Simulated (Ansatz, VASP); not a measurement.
**CsP4 in VASP and in Ansatz**

File INCAR:

```
SYSTEM = CsP4
PREC = Accurate
ENCUT = 520
EDIFF = 1E-6
ISMEAR = 0
SIGMA = 0.1
LREAL = .FALSE.
LASPH = .TRUE.
NELM = 80
ALGO = Normal
ISIF = 2
LWAVE = .FALSE.
LCHARG = .FALSE.
GGA = PE
NBANDS = 22
```

The input KPOINTS:

```
Automatic mesh
0
G
  4 4 2
  0 0 0
```

File POSCAR:

```
CsP4
1.0
    5.4941096700      0.0000000000      0.0000000000
    0.0000000000      5.4941096700      0.0000000000
    0.0000000000      0.0000000000      7.7698444100
Cs P
1 4
Direct
    0.0000000000      0.0000000000      0.0000000000
    0.5000000000      0.0000000000      0.2500000000
    0.0000000000      0.5000000000      0.7500000000
    0.5000000000      0.0000000000      0.7500000000
    0.0000000000      0.5000000000      0.2500000000
```

Input for Ansatz:

```yaml
crystal:
  lattice:
    - [5.49410967, 0.0, 0.0]
    - [0.0, 5.49410967, 0.0]
    - [0.0, 0.0, 7.76984441]
  atoms:
    - { symbol: Cs, position: [0.0, 0.0, 0.0] }
    - { symbol: P, position: [0.5, 0.0, 0.25] }
    - { symbol: P, position: [0.0, 0.5, 0.75] }
    - { symbol: P, position: [0.5, 0.0, 0.75] }
    - { symbol: P, position: [0.0, 0.5, 0.25] }
basis:
  ecutwfc: 420
kpoints:
  mp_grid: { grid: [4, 4, 2] }
hamiltonian:
  xc: pbe
scf:
  occupations: { method: gaussian, width: 0.1 }
  lower_state_search: "off"
output:
  forces: true
  stress: true
  eigenvalues: true
```

Change from the starting cell: ordered vacancies on the cation sites of fluorite (P4/mmm, No. 123).

Alike in both runs: task single point; functional PBE; k mesh 4 × 4 × 2; occupations gaussian, width 0.1 eV; no spin polarisation.

|  | VASP | Ansatz |
| --- | --- | --- |
| version | VASP 6.6.1 | Ansatz 0.2.0 |
| potentials or method | VASP PAW PBE potentials, release 64 (Cs_sv, P), cutoff 520 eV | scalar-relativistic, plane waves, PAW |
| valence electrons in the cell | 29 | 29 |

```csv
,VASP,Ansatz,Ansatz less VASP
gap on the k mesh at the Fermi level (eV),none,none,-
pressure (GPa),-4.3,-4.3,-0.01
"traceless stress, the component that is largest in VASP (GPa)",0.90,0.90,-0.002
rms of the force components (eV/Å),0.140,0.140,0.0000
```

Atom by atom the forces differ by 0.000 eV/Å (rms over components). A gap of «none» marks a metal or a gap that the smearing closes.

The k mesh is coarse, so the values compare programs but aren't converged. Neither program's run includes spin-orbit coupling.
